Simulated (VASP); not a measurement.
# MnBe3 (Pm-3m) in VASP: notebook

MnBe3 is run at these levels: LDA; tasks: single point.

Everything below comes from runs of VASP 6.6.1. Logs are shortened: lines on timing, memory, paths and dates and some standing lists are left out, and cuts for length are marked.

## (1) The cell of the first run

It takes space group Pm-3m (No. 221, cubic). Conventional cell: a = 3.252 Å, b = 3.252 Å, c = 3.252 Å, α = 90.00°, β = 90.00°, γ = 90.00°. Within 3.0 Å of Be (site symmetry 4/mmm) lie 8 Be at 2.30 Å and 4 Mn at 2.30 Å. Within 3.0 Å of Mn (site symmetry m-3m) lie 12 Be at 2.30 Å.

## (2) Single point, LDA, collinear spin, ferromagnetic start

Contents of INCAR:

```
PREC = Accurate
ENCUT = 520
EDIFF = 1E-6
ISMEAR = -1
SIGMA = 0.1
LREAL = False
LASPH = True
NELM = 150
ALGO = Normal
ISIF = 2
LWAVE = False
LCHARG = True
ISPIN = 2
MAGMOM = 0 0 0 4
LORBIT = 11
LMAXMIX = 4
GGA = CA
LELF = True
LVHAR = True
NBANDS = 22
```

Contents of KPOINTS:

```
regular mesh
0
Gamma
  7 7 7
```

Contents of POSCAR:

```
MnBe3
1.0
    3.2517445300      0.0000000000      0.0000000000
    0.0000000000      3.2517445300      0.0000000000
    0.0000000000      0.0000000000      3.2517445300
Be Mn
3 1
Direct
    0.0000000000      0.5000000000      0.5000000000
    0.5000000000      0.0000000000      0.5000000000
    0.5000000000      0.5000000000      0.0000000000
    0.0000000000      0.0000000000      0.0000000000
```

Potentials or basis: VASP PAW LDA potentials, release 64 (Be, Mn_pv).

On the command line:

```bash
cat potpaw_LDA.64/Be/POTCAR potpaw_LDA.64/Mn_pv/POTCAR > POTCAR
mpirun -np 1 vasp_std > vasp.out
```

OUTCAR:

```text
PREC = Accurate
   ENCUT = 520
   EDIFF = 1E-6
   ISMEAR = -1
   LREAL = False
   LASPH = True
   NELM = 150
   ISIF = 2
   ISPIN = 2
   LORBIT = 11
   GGA = CA

 ion  position               nearest neighbor table
   1  0.000  0.500  0.500-   2 2.30   3 2.30   4 2.30   3 2.30   4 2.30   2 2.30   4 2.30   4 2.30
                             2 2.30   3 2.30   3 2.30   2 2.30
   2  0.500  0.000  0.500-   1 2.30   3 2.30   4 2.30   3 2.30   4 2.30   1 2.30   3 2.30   3 2.30
                             1 2.30   4 2.30   4 2.30   1 2.30
   3  0.500  0.500  0.000-   1 2.30   2 2.30   4 2.30   1 2.30   2 2.30   2 2.30   4 2.30   2 2.30
                             1 2.30   4 2.30   1 2.30   4 2.30
   4  0.000  0.000  0.000-   1 2.30   2 2.30   3 2.30   1 2.30   2 2.30   1 2.30   3 2.30   1 2.30
                             2 2.30   3 2.30   2 2.30   3 2.30

  LATTYP: Found a simple cubic cell.
 ALAT       =     3.2517445300

  Lattice vectors:

 A1 = (   3.2517445300,   0.0000000000,   0.0000000000)
 A2 = (   0.0000000000,   3.2517445300,   0.0000000000)
 A3 = (   0.0000000000,   0.0000000000,   3.2517445300)

Analysis of symmetry for initial positions (statically):
=====================================================================
 Subroutine PRICEL returns:
 Original cell was already a primitive cell.

 Routine SETGRP: Setting up the symmetry group for a
 simple cubic supercell.

 Subroutine GETGRP returns: Found 48 space group operations
 (whereof 48 operations were pure point group operations)
 out of a pool of 48 trial point group operations.

The static configuration has the point symmetry O_h .

Analysis of symmetry for dynamics (positions and initial velocities):
=====================================================================
 Subroutine PRICEL returns:
 Original cell was already a primitive cell.

 Routine SETGRP: Setting up the symmetry group for a
 simple cubic supercell.

 Subroutine GETGRP returns: Found 48 space group operations
 (whereof 48 operations were pure point group operations)
 out of a pool of 48 trial point group operations.

The dynamic configuration has the point symmetry O_h .

Analysis of structural, dynamic, and magnetic symmetry:
=====================================================================
 Subroutine PRICEL returns:
 Original cell was already a primitive cell.

 Routine SETGRP: Setting up the symmetry group for a
 simple cubic supercell.
[... 128 lines left out ...]
   LORBIT       =     11    0 simple, 1 ext, 2 COOP (PROOUT), +10 PAW based schemes
   GGA     = CA    functional components
   LHFCALC =     F    Hartree Fock is set to
   AEXX    =    0.0000 exact exchange contribution
   IVDW    =     0    specifies the selected vdW correction
   LEPSILON=     F    determine dielectric tensor
   LRPA    =     F    only Hartree local field effects (RPA)
 spin polarized calculation
  energy-cutoff  :      520.00
  volume of cell :       34.38
 maximum number of plane-waves:       940
   NGX = 13   NGY = 13   NGZ = 13

 number of electron      19.0000018 magnetization       0.7889483

 Free energy of the ion-electron system (eV)
  ---------------------------------------------------
  ext. energy  EPLUGINS =         0.00000000
  ---------------------------------------------------
  free energy    TOTEN  =       -23.36129353 eV

  energy without entropy =      -23.29724651  energy(sigma->0) =      -23.32927002

 E-fermi :   7.3987     XC(G=0): -11.7840

 val. band max:        7.3946024662   @ k =   0.1429   0.0000   0.0000
 cond. band min:       7.4147564441   @ k =   0.2857   0.0000   0.0000
 fundamental gap:      0.0201539779
 Fermi energy:         7.3986687147

 spin component 1

 k-point     1 :       0.0000    0.0000    0.0000
  band No.  band energies     occupation
      1     -40.2701      1.00000
      2     -40.2701      1.00000
      3     -40.2701      1.00000
      4      -2.4907      1.00000
      5       4.7352      1.00000
      6       4.7352      1.00000
[... 469 lines left out ...]
     20      23.3639      0.00000
     21      23.3639      0.00000
 Fermi energy:         7.3986687147

 spin component 2

 k-point     1 :       0.0000    0.0000    0.0000
  band No.  band energies     occupation
      1     -39.4204      1.00000
      2     -39.4204      1.00000
      3     -39.4204      1.00000
      4      -2.4658      1.00000
      5       5.3615      1.00000
      6       5.3615      1.00000
[... 469 lines left out ...]
     20      23.3287      0.00000
     21      23.3287      0.00000
 [bands above 21 left out]

------------------------ aborting loop because EDIFF is reached ----------------------------------------

  FORCE on cell =-STRESS in cart. coord.  units (eV):
  Direction    XX          YY          ZZ          XY          YZ          ZX
  --------------------------------------------------------------------------------------
  -------------------------------------------------------------------------------------
  Total       -2.0182119     -2.0182119     -2.0182119     -0.0000000     -0.0000000      0.0000000
  in kB      -94.0433489    -94.0433489    -94.0433489     -0.0000000     -0.0000000      0.0000000
  external PRESSURE =     -94.0433489 kB  Pullay stress =       0.0000000 kB

 VOLUME and BASIS-vectors are now :
 -----------------------------------------------------------------------------
  energy-cutoff  :      520.00
  volume of cell :       34.38
      direct lattice vectors                 reciprocal lattice vectors
     3.251744530  0.000000000  0.000000000     0.307527234  0.000000000  0.000000000
     0.000000000  3.251744530  0.000000000     0.000000000  0.307527234  0.000000000
     0.000000000  0.000000000  3.251744530     0.000000000  0.000000000  0.307527234

 POSITION                                       TOTAL-FORCE (eV/Angst)
 -----------------------------------------------------------------------------------
      0.00000      1.62587      1.62587         0.000000      0.000000      0.000000
      1.62587      0.00000      1.62587         0.000000      0.000000      0.000000
      1.62587      1.62587      0.00000         0.000000      0.000000      0.000000
      0.00000      0.00000      0.00000         0.000000      0.000000      0.000000
 -----------------------------------------------------------------------------------
    total drift:                                0.000000      0.000000      0.000000

  FREE ENERGIE OF THE ION-ELECTRON SYSTEM (eV)
  ---------------------------------------------------
  free  energy   TOTEN  =       -23.3612935312 eV

  energy  without entropy=      -23.2972465144  energy(sigma->0) =      -23.32927002

 total charge

# of ion       s       p       d       tot
------------------------------------------
    1        0.449   0.733   0.000   1.181
    2        0.449   0.733   0.000   1.181
    3        0.449   0.733   0.000   1.181
    4        0.346   6.358   5.313  12.017
--------------------------------------------------
tot          1.692   8.556   5.313  15.561

 magnetization (x)

# of ion       s       p       d       tot
------------------------------------------
    1       -0.006  -0.015   0.000  -0.021
    2       -0.006  -0.015   0.000  -0.021
    3       -0.006  -0.015   0.000  -0.021
    4        0.008  -0.001   0.851   0.858
--------------------------------------------------
tot         -0.010  -0.046   0.851   0.795
```

OSZICAR:

```text
N       E                     dE             d eps       ncg     rms          rms(c)
DAV:   1     0.129247780567E+03    0.12925E+03   -0.95144E+03  1768   0.890E+02
DAV:   2    -0.216263167832E+02   -0.15087E+03   -0.14383E+03  1838   0.267E+02
DAV:   3    -0.270463345072E+02   -0.54200E+01   -0.53474E+01  2090   0.529E+01
DAV:   4    -0.270901036577E+02   -0.43769E-01   -0.43746E-01  1862   0.479E+00
DAV:   5    -0.270905835088E+02   -0.47985E-03   -0.47985E-03  2078   0.498E-01    0.276E+01
DAV:   6    -0.375656070036E+02   -0.10475E+02   -0.68299E+01  1892   0.792E+01    0.391E+01
DAV:   7    -0.235153834544E+02    0.14050E+02   -0.35736E+01  1928   0.622E+01    0.686E+00
DAV:   8    -0.233755601812E+02    0.13982E+00   -0.80657E-01  1952   0.629E+00    0.378E+00
DAV:   9    -0.233674531764E+02    0.81070E-02   -0.26596E-02  1994   0.114E+00    0.274E+00
DAV:  10    -0.233605717122E+02    0.68815E-02   -0.35931E-02  1958   0.153E+00    0.382E-01
DAV:  11    -0.233613423424E+02   -0.77063E-03   -0.22529E-03  1952   0.349E-01    0.193E-01
DAV:  12    -0.233613106975E+02    0.31645E-04   -0.13134E-04  1988   0.880E-02    0.108E-01
DAV:  13    -0.233612932593E+02    0.17438E-04   -0.89580E-05  2228   0.859E-02    0.240E-02
DAV:  14    -0.233612935312E+02   -0.27193E-06   -0.56115E-06  1892   0.155E-02
   1 F= -.23361294E+02 E0= -.23329270E+02  d E =-.640470E-01  mag=     0.7856
```

Run time: 11 s. Hardware: 1 thread of Intel Xeon Platinum 8488C (Sapphire Rapids), shared host; peak memory 0.14 GiB.

What came out:

| Item | Value |
| --- | --- |
| Free energy | -23.3613 eV |
| Pressure | -9.4 GPa |
| Net moment | 0.79 μB per cell |
| Site moments | Be -0.02; Mn +0.86 μB |
| Valence electrons inside the program's atomic spheres | Be 1.18; Mn 12.02 |

Caveat: the moment fell far below its start of 4 μB, so a state of higher moment may lie lower in energy.

## (3) Single point, LDA, collinear spin, ferromagnetic start

Contents of INCAR:

```
ALGO = Normal
EDIFF = 1E-7
ENCUT = 520
ISIF = 2
ISMEAR = -1
ISPIN = 2
LASPH = T
LCHARG = F
LMAXMIX = 4
LORBIT = 11
LREAL = F
LWAVE = F
MAGMOM = 0 0 0 4
NBANDS = 22
NELM = 150
PREC = Accurate
SIGMA = 0.1
```

Contents of KPOINTS:

```
k-points
0
Gamma
  7 7 7
```

POSCAR is that of step 2.

Potentials or basis: VASP PAW LDA potentials, release 64 (Be, Mn_pv).

On the command line:

```bash
cat potpaw_LDA.64/Be/POTCAR potpaw_LDA.64/Mn_pv/POTCAR > POTCAR
mpirun -np 1 vasp_std > vasp.out
```

OUTCAR:

```text
EDIFF = 1E-7
   ENCUT = 520
   ISIF = 2
   ISMEAR = -1
   ISPIN = 2
   LASPH = T
   LORBIT = 11
   LREAL = F
   NELM = 150
   PREC = Accurate

 ion  position               nearest neighbor table
   1  0.000  0.500  0.500-   2 2.30   3 2.30   4 2.30   3 2.30   4 2.30   2 2.30   4 2.30   4 2.30
                             2 2.30   3 2.30   3 2.30   2 2.30
   2  0.500  0.000  0.500-   1 2.30   3 2.30   4 2.30   3 2.30   4 2.30   1 2.30   3 2.30   3 2.30
                             1 2.30   4 2.30   4 2.30   1 2.30
   3  0.500  0.500  0.000-   1 2.30   2 2.30   4 2.30   1 2.30   2 2.30   2 2.30   4 2.30   2 2.30
                             1 2.30   4 2.30   1 2.30   4 2.30
   4  0.000  0.000  0.000-   1 2.30   2 2.30   3 2.30   1 2.30   2 2.30   1 2.30   3 2.30   1 2.30
                             2 2.30   3 2.30   2 2.30   3 2.30

  LATTYP: Found a simple cubic cell.
 ALAT       =     3.2517445300

  Lattice vectors:

 A1 = (   3.2517445300,   0.0000000000,   0.0000000000)
 A2 = (   0.0000000000,   3.2517445300,   0.0000000000)
 A3 = (   0.0000000000,   0.0000000000,   3.2517445300)

Analysis of symmetry for initial positions (statically):
=====================================================================
 Subroutine PRICEL returns:
 Original cell was already a primitive cell.

 Routine SETGRP: Setting up the symmetry group for a
 simple cubic supercell.

 Subroutine GETGRP returns: Found 48 space group operations
 (whereof 48 operations were pure point group operations)
 out of a pool of 48 trial point group operations.

The static configuration has the point symmetry O_h .

Analysis of symmetry for dynamics (positions and initial velocities):
=====================================================================
 Subroutine PRICEL returns:
 Original cell was already a primitive cell.

 Routine SETGRP: Setting up the symmetry group for a
 simple cubic supercell.

 Subroutine GETGRP returns: Found 48 space group operations
 (whereof 48 operations were pure point group operations)
 out of a pool of 48 trial point group operations.

The dynamic configuration has the point symmetry O_h .
[... 162 lines left out ...]
 cond. band min:       7.4128105657   @ k =   0.2857   0.0000   0.0000
 fundamental gap:      0.0203242111
 Fermi energy:         7.3999902572

 spin component 1

 k-point     1 :       0.0000    0.0000    0.0000
  band No.  band energies     occupation
      1     -40.2670      1.00000
      2     -40.2670      1.00000
      3     -40.2670      1.00000
      4      -2.4910      1.00000
      5       4.7372      1.00000
      6       4.7372      1.00000
[... 469 lines left out ...]
     20      23.3631      0.00000
     21      23.3631      0.00000
 Fermi energy:         7.3999902572

 spin component 2

 k-point     1 :       0.0000    0.0000    0.0000
  band No.  band energies     occupation
      1     -39.4236      1.00000
      2     -39.4236      1.00000
      3     -39.4236      1.00000
      4      -2.4657      1.00000
      5       5.3599      1.00000
      6       5.3599      1.00000
[... 469 lines left out ...]
     20      23.3286      0.00000
     21      23.3286      0.00000
 [bands above 21 left out]

------------------------ aborting loop because EDIFF is reached ----------------------------------------

  FORCE on cell =-STRESS in cart. coord.  units (eV):
  Direction    XX          YY          ZZ          XY          YZ          ZX
  --------------------------------------------------------------------------------------
  -------------------------------------------------------------------------------------
  Total       -2.0288760     -2.0288760     -2.0288760     -0.0000000      0.0000000     -0.0000000
  in kB      -94.5402691    -94.5402691    -94.5402691     -0.0000000      0.0000000     -0.0000000
  external PRESSURE =     -94.5402691 kB  Pullay stress =       0.0000000 kB

 VOLUME and BASIS-vectors are now :
 -----------------------------------------------------------------------------
  energy-cutoff  :      520.00
  volume of cell :       34.38
      direct lattice vectors                 reciprocal lattice vectors
     3.251744530  0.000000000  0.000000000     0.307527234  0.000000000  0.000000000
     0.000000000  3.251744530  0.000000000     0.000000000  0.307527234  0.000000000
     0.000000000  0.000000000  3.251744530     0.000000000  0.000000000  0.307527234

 POSITION                                       TOTAL-FORCE (eV/Angst)
 -----------------------------------------------------------------------------------
      0.00000      1.62587      1.62587         0.000000      0.000000      0.000000
      1.62587      0.00000      1.62587         0.000000      0.000000      0.000000
      1.62587      1.62587      0.00000         0.000000      0.000000      0.000000
      0.00000      0.00000      0.00000         0.000000      0.000000      0.000000
 -----------------------------------------------------------------------------------
    total drift:                                0.000000      0.000000      0.000000

  FREE ENERGIE OF THE ION-ELECTRON SYSTEM (eV)
  ---------------------------------------------------
  free  energy   TOTEN  =       -23.3612963961 eV

  energy  without entropy=      -23.2970597332  energy(sigma->0) =      -23.32917806

 total charge

# of ion       s       p       d       tot
------------------------------------------
    1        0.449   0.733   0.000   1.182
    2        0.449   0.733   0.000   1.182
    3        0.449   0.733   0.000   1.182
    4        0.345   6.358   5.313  12.016
--------------------------------------------------
tot          1.692   8.556   5.313  15.561

 magnetization (x)

# of ion       s       p       d       tot
------------------------------------------
    1       -0.006  -0.015   0.000  -0.021
    2       -0.006  -0.015   0.000  -0.021
    3       -0.006  -0.015   0.000  -0.021
    4        0.008  -0.001   0.847   0.854
--------------------------------------------------
tot         -0.010  -0.046   0.847   0.792
```

stdout:

```text
POSCAR found type information on POSCAR BeMn
 POSCAR found :  2 types and       4 ions
 scaLAPACK will be used
 LDA part: xc-table for (Slater(with rela. corr.)+CA(PZ))
 , standard interpolation
 POSCAR, INCAR and KPOINTS ok, starting setup
 FFT: planning ... GRIDC
 FFT: planning ... GRID_SOFT
 FFT: planning ... GRID
 WAVECAR not read
 entering main loop
```

Wall time 13 s (1 thread of Intel Xeon Platinum 8488C (Sapphire Rapids), shared host); peak memory 0.14 GiB.

Results:

| Property | Result |
| --- | --- |
| Free energy | -23.3613 eV |
| Pressure | -9.5 GPa |
| Net moment | 0.78 μB per cell |
| Site moments | Be -0.02; Mn +0.85 μB |
| Valence electrons inside the program's atomic spheres | Be 1.18; Mn 12.02 |

Levels at points of the mesh, in eV from the Fermi level:
Spin up:
| k point | band 7 | band 8 | band 9 | band 10 | band 11 | band 12 | band 13 | band 14 |
| --- | --- | --- | --- | --- | --- | --- | --- | --- |
| (0.00, 0.00, 0.00) | -0.60 | -0.60 | -0.60 | -0.49 | -0.49 | -0.49 | 6.41 | 8.58 |
Spin down:
| k point | band 7 | band 8 | band 9 | band 10 | band 11 | band 12 |
| --- | --- | --- | --- | --- | --- | --- |
| (0.00, 0.00, 0.00) | -0.49 | -0.49 | -0.49 | -0.03 | -0.03 | -0.03 |

Caveat: the moment fell far below its start of 4 μB, so a state of higher moment may lie lower in energy.
